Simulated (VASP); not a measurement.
# Al (Fm-3m) in VASP: notebook

Runs on Al. Level: PBEsol+D4. Tasks: single point.

All numbers are computed with VASP 6.6.1; they aren't measurements. Logs are shortened: lines on timing, memory, paths and dates and some standing lists are left out, and cuts for length are marked.

## 1. The cell of the first run

The structure is cubic, space group Fm-3m (No. 225). Conventional cell: a = 3.995 Å, b = 3.995 Å, c = 3.995 Å, α = 90.00°, β = 90.00°, γ = 90.00°. Al (site symmetry m-3m) has 12 Al at 2.82 Å within 3.7 Å.

## 2. Single point, PBEsol+D4, non-collinear spin, typed start, spin-orbit coupling (15.94 Å³/atom)

Contents of INCAR:

```
SYSTEM = Al
  PREC = Accurate
  ENCUT = 520
  EDIFF = 1E-6
  ISMEAR = -1
  SIGMA = 0.1
  LREAL = .False.
  LASPH = .True.
  NELM = 150
  ALGO = Normal
  ISIF = 2
  LWAVE = .False.
  LCHARG = .False.
  LNONCOLLINEAR = .True.
  MAGMOM = -0.255 -0.135 0.456
  LORBIT = 11
  LSORBIT = .True.
  GGA_COMPAT = .False.
  LORBMOM = .True.
  GGA = PS
  IVDW = 13
  NBANDS = 14
```

Contents of KPOINTS:

```
Automatic mesh
0
Gamma
  8 8 8
  0 0 0
```

Contents of POSCAR:

```
Al
1.0
    0.0000000000      1.9974394157      1.9974394157
    1.9974394157      0.0000000000      1.9974394157
    1.9974394157      1.9974394157      0.0000000000
Al
1
Direct
    0.0000000000      0.0000000000      0.0000000000
```

Potentials or basis: VASP PAW PBE potentials, release 64 (Al).

The run is started by

```console
$ cat potpaw_PBE.64/Al/POTCAR > POTCAR
$ mpirun -np 1 vasp_ncl > vasp.out
```

OUTCAR:

```text
SYSTEM = Al
   PREC = Accurate
   ENCUT = 520
   EDIFF = 1E-6
   ISMEAR = -1
   LREAL = .False.
   LASPH = .True.
   NELM = 150
   ISIF = 2
   LNONCOLLINEAR = .True.
   LORBIT = 11
   LSORBIT = .True.
   GGA = PS
   IVDW = 13

 ion  position               nearest neighbor table
   1  0.000  0.000  0.000-

  LATTYP: Found a face centered cubic cell.
 ALAT       =     3.9948788314

  Lattice vectors:

 A1 = (   0.0000000000,   1.9974394157,   1.9974394157)
 A2 = (   1.9974394157,   0.0000000000,   1.9974394157)
 A3 = (   1.9974394157,   1.9974394157,   0.0000000000)

Analysis of symmetry for initial positions (statically):
=====================================================================
 Subroutine PRICEL returns:
 Original cell was already a primitive cell.

 Routine SETGRP: Setting up the symmetry group for a
 face centered cubic supercell.

 Subroutine GETGRP returns: Found 48 space group operations
 (whereof 48 operations were pure point group operations)
 out of a pool of 48 trial point group operations.

The static configuration has the point symmetry O_h .

Analysis of symmetry for dynamics (positions and initial velocities):
=====================================================================
 Subroutine PRICEL returns:
 Original cell was already a primitive cell.

 Routine SETGRP: Setting up the symmetry group for a
 face centered cubic supercell.

 Subroutine GETGRP returns: Found 48 space group operations
 (whereof 48 operations were pure point group operations)
 out of a pool of 48 trial point group operations.

The dynamic configuration has the point symmetry O_h .

Analysis of structural, dynamic, and magnetic symmetry:
=====================================================================
 Subroutine PRICEL returns:
 Original cell was already a primitive cell.

 Routine SETGRP: Setting up the symmetry group for a
 face centered cubic supercell.

 Subroutine GETGRP returns: Found  2 space group operations
 (whereof  2 operations were pure point group operations)
 out of a pool of 48 trial point group operations.

The overall configuration has the point symmetry S_2 .

 Subroutine INISYM returns: Found  2 space group operations
 (whereof  2 operations are pure point group operations),
 and found     1 'primitive' translations

----------------------------------------------------------------------------------------

                                     Primitive cell

  volume of cell :      15.9386

  direct lattice vectors                    reciprocal lattice vectors
     0.000000000  1.997439416  1.997439416    -0.250320483  0.250320483  0.250320483
     1.997439416  0.000000000  1.997439416     0.250320483 -0.250320483  0.250320483
     1.997439416  1.997439416  0.000000000     0.250320483  0.250320483 -0.250320483

  length of vectors
     2.824805912  2.824805912  2.824805912     0.433567795  0.433567795  0.433567795

  position of ions in fractional coordinates (direct lattice)
     0.000000000  0.000000000  0.000000000

  ion indices of the primitive-cell ions
   primitive index   ion index
                 1           1

----------------------------------------------------------------------------------------

 KPOINTS: Automatic mesh

Automatic generation of k-mesh.
 Grid dimensions read from file:
 generate k-points for:    8    8    8

 Generating k-lattice:

  Cartesian coordinates                     Fractional coordinates (reciprocal lattice)
    -0.031290060  0.031290060  0.031290060     0.125000000  0.000000000  0.000000000
     0.031290060 -0.031290060  0.031290060     0.000000000  0.125000000  0.000000000
     0.031290060  0.031290060 -0.031290060     0.000000000  0.000000000  0.125000000

  Length of vectors
     0.054195974  0.054195974  0.054195974

  Shift w.r.t. Gamma in fractional coordinates (k-lattice)
     0.000000000  0.000000000  0.000000000

 Subroutine IBZKPT returns following result:
 ===========================================

 Found    260 irreducible k-points:

 Following reciprocal coordinates:
            Coordinates               Weight
[... 52 lines left out ...]
   TEBEG  =    0.0;   TEEND  =   0.0 temperature during run
   PSTRESS=    0.0 pullay stress
   NELECT =       3.0000    total number of electrons
   NUPDOWN=      -1.0000    fix difference up-down
   EMIN   =  10.00;   EMAX   =-10.00  energy-range for DOS
   EFERMI =   0.00;   METHOD = LEGACY
   ISMEAR =    -1;   SIGMA  =   0.10  broadening in eV -4-tet -1-fermi 0-gaus
   EFERMI_NEDOS =   21; number of points for ismear=-14 and -15
   IALGO  =     38    algorithm
   IMIX   =      4    mixing-type and parameters
     AMIX     =   0.40;   BMIX     =  1.00
     AMIX_MAG =   1.60;   BMIX_MAG =  1.00
  volume/ion in A,a.u.               =      15.94       107.56
  Fermi-wavevector in a.u.,A,eV,Ry     =   0.938206  1.772953 11.976268  0.880231
  Thomas-Fermi vector in A             =   2.065395
   LORBIT       =     11    0 simple, 1 ext, 2 COOP (PROOUT), +10 PAW based schemes
   GGA     = PS    functional components
   LHFCALC =     F    Hartree Fock is set to
   AEXX    =    0.0000 exact exchange contribution
   IVDW    =    13    specifies the selected vdW correction
   LEPSILON=     F    determine dielectric tensor
   LRPA    =     F    only Hartree local field effects (RPA)
  energy-cutoff  :      520.00
  volume of cell :       15.94
 maximum number of plane-waves:       890
 NGX is ok and might be reduce to    24
   NGX = 11   NGY = 11   NGZ = 11

 number of electron       3.0000000 magnetization       0.0005581      0.0002945     -0.0009957

 number of electron       3.0000000 magnetization      -0.0000185     -0.0000098      0.0000331

 Free energy of the ion-electron system (eV)
  ---------------------------------------------------
  ext. energy  EPLUGINS =         0.00000000
  ---------------------------------------------------
  free energy    TOTEN  =        -4.09175828 eV

  energy without entropy =       -4.07934495  energy(sigma->0) =       -4.08555162

 E-fermi :   8.2715     XC(G=0): -10.3828

 val. band max:        7.9780116609   @ k =   0.3750   0.0000  -0.3750
 cond. band min:       8.4066937394   @ k =   0.2500  -0.2500   0.5000
 fundamental gap:      0.4286820786
 Fermi energy:         8.2715218837

 k-point     1 :       0.0000    0.0000    0.0000
  band No.  band energies     occupation
      1      -3.0551      1.00000
      2      -3.0551      1.00000
      3      21.1042      0.00000
      4      21.1042      0.00000
      5      21.1042      0.00000
      6      21.1042      0.00000
      7      21.1042      0.00000
      8      21.1042      0.00000
      9      22.8170      0.00000
     10      22.8171      0.00000
     11      22.8830      0.00000
     12      22.8830      0.00000
     13      22.8830      0.00000
     14      22.8830      0.00000
[... 377 lines left out ...]
      1      -1.4707      1.00000
      2      -1.4706      1.00000
      3      13.7124      0.00000
      4      13.7125      0.00000
      5      17.3635      0.00000
      6      17.3635      0.00000
      7      18.8587      0.00000
      8      18.8588      0.00000
      9      20.1867      0.00000
     10      20.1867      0.00000
     11      22.8135      0.00000
     12      22.8135      0.00000
     13      26.7676      0.00000
     14      26.9003      0.00000

 [... further k-points ...]

------------------------ aborting loop because EDIFF is reached ----------------------------------------

  DFT-D4 for vdW energy calculation

  Edisp (eV):   -0.20673

  FORCE on cell =-STRESS in cart. coord.  units (eV):
  Direction    XX          YY          ZZ          XY          YZ          ZX
  --------------------------------------------------------------------------------------
  -------------------------------------------------------------------------------------
  Total      -0.03922    -0.03922    -0.03922     0.00000    -0.00000     0.00000
  in kB      -3.94205    -3.94205    -3.94205     0.00001    -0.00001     0.00001
  external pressure =       -3.94 kB  Pullay stress =        0.00 kB

 VOLUME and BASIS-vectors are now :
 -----------------------------------------------------------------------------
  energy-cutoff  :      520.00
  volume of cell :       15.94
      direct lattice vectors                 reciprocal lattice vectors
     0.000000000  1.997439416  1.997439416    -0.250320483  0.250320483  0.250320483
     1.997439416  0.000000000  1.997439416     0.250320483 -0.250320483  0.250320483
     1.997439416  1.997439416  0.000000000     0.250320483  0.250320483 -0.250320483

 POSITION                                       TOTAL-FORCE (eV/Angst)
 -----------------------------------------------------------------------------------
      0.00000      0.00000      0.00000         0.000000      0.000000      0.000000
 -----------------------------------------------------------------------------------
    total drift:                               -0.000000      0.000000      0.000000

  FREE ENERGIE OF THE ION-ELECTRON SYSTEM (eV)
  ---------------------------------------------------
  free  energy   TOTEN  =        -4.2984862208 eV

  energy  without entropy=       -4.2860728873  energy(sigma->0) =       -4.29227955

 orbital moment (x)

 # of ion     p       tot
 --------------------------------
  1         0.000   0.000
 --------------------------------
            0.000   0.000

 orbital moment (y)

 # of ion     p       tot
 --------------------------------
  1         0.000   0.000
 --------------------------------
            0.000   0.000

 orbital moment (z)

 # of ion     p       tot
 --------------------------------
  1        -0.000  -0.000
 --------------------------------
           -0.000  -0.000

 Spin-Orbit-Coupling matrix elements

 Ion:    1  E_soc:     -0.0001111
 l=   1
     0.0000000    -0.0000185    -0.0000185
    -0.0000185     0.0000000    -0.0000185
    -0.0000185    -0.0000185     0.0000000
 l=   2
     0.0000000     0.0000000     0.0000000     0.0000000     0.0000000
     0.0000000     0.0000000     0.0000000     0.0000000     0.0000000
     0.0000000     0.0000000     0.0000000     0.0000000     0.0000000
     0.0000000     0.0000000     0.0000000     0.0000000     0.0000000
     0.0000000     0.0000000     0.0000000     0.0000000     0.0000000
 l=   3
     0.0000000     0.0000000     0.0000000     0.0000000     0.0000000     0.0000000     0.0000000
     0.0000000     0.0000000     0.0000000     0.0000000     0.0000000     0.0000000     0.0000000
     0.0000000     0.0000000     0.0000000     0.0000000     0.0000000     0.0000000     0.0000000
     0.0000000     0.0000000     0.0000000     0.0000000     0.0000000     0.0000000     0.0000000
     0.0000000     0.0000000     0.0000000     0.0000000     0.0000000     0.0000000     0.0000000
     0.0000000     0.0000000     0.0000000     0.0000000     0.0000000     0.0000000     0.0000000
     0.0000000     0.0000000     0.0000000     0.0000000     0.0000000     0.0000000     0.0000000

 total charge

# of ion       s       p       d       tot
------------------------------------------
    1        0.427   0.354   0.000   0.781

 magnetization (x)

# of ion       s       p       d       tot
------------------------------------------
    1       -0.000  -0.000   0.000  -0.000

 magnetization (y)

# of ion       s       p       d       tot
------------------------------------------
    1       -0.000  -0.000   0.000  -0.000

 magnetization (z)

# of ion       s       p       d       tot
------------------------------------------
    1        0.000   0.000   0.000   0.000
```

Wall time 2.9 min (1 thread of Intel Xeon 8259CL, shared host); peak memory 0.24 GiB.

Results:

```
Free energy                                           : -4.2985 eV
Pressure                                              : -0.4 GPa
Net moment                                            : 0.00 μB per cell
Valence electrons inside the program's atomic spheres : Al 0.78
Dispersion energy per atom                            : -0.207 eV
```

Moments on the atoms (μB; x, y, z):
```
Al  0.00 0.00 0.00
```

Caveat: the PAW data sets were made with another functional, which shifts forces and pressure a little.

(Continued in part 2 of 2.)
